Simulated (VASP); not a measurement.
Runs of VASP 6.6.1 on TiC. The structure is that of space group I4/mmm (No. 139), or close to it. The cells are those of the table. 

```tsv
cell	gap on the mesh (eV)	pressure (GPa)
a = 3.252, b = 3.252, c = 2.804 Å, angles 64.5, 64.5, 51.1°, 2 atoms	none	25.1
a = 2.980, b = 2.980, c = 3.533 Å, angles 53.6, 53.6, 72.7°, 2 atoms	none	71.8
a = 3.116, b = 3.116, c = 2.965 Å, angles 61.6, 61.6, 56.8°, 2 atoms	none	-1.7
a = 3.181, b = 3.181, c = 2.880 Å, angles 63.1, 63.1, 53.8°, 2 atoms	none	(b)
a = 2.981, b = 2.981, c = 3.325 Å, angles 56.1, 56.1, 67.8°, 2 atoms	none	(a)
```

Alike in all rows: task single point; level PBEsol; potentials or basis VASP PAW PBE potentials, release 64 (Ti_sv, C); no spin polarisation; k mesh 20 × 20 × 20; cutoff (eV) 520; smearing gaussian 0.15 eV.

Problem. Fill in the values left out.

Solution. (a) 24.2; (b) 9.4.

Caveats: the PAW data sets were made with another functional, which shifts forces and pressure a little; the stress differs along the axes, from -35 to 55 GPa (at least some runs); the stress differs along the axes, from -25 to 266 GPa (at least some runs); the stress differs along the axes, from -24 to 9 GPa (at least some runs); the stress differs along the axes, from -32 to 30 GPa (at least some runs); the stress differs along the axes, from -27 to 127 GPa (at least some runs).

A gap of «none» marks levels without a gap at the run's occupations.
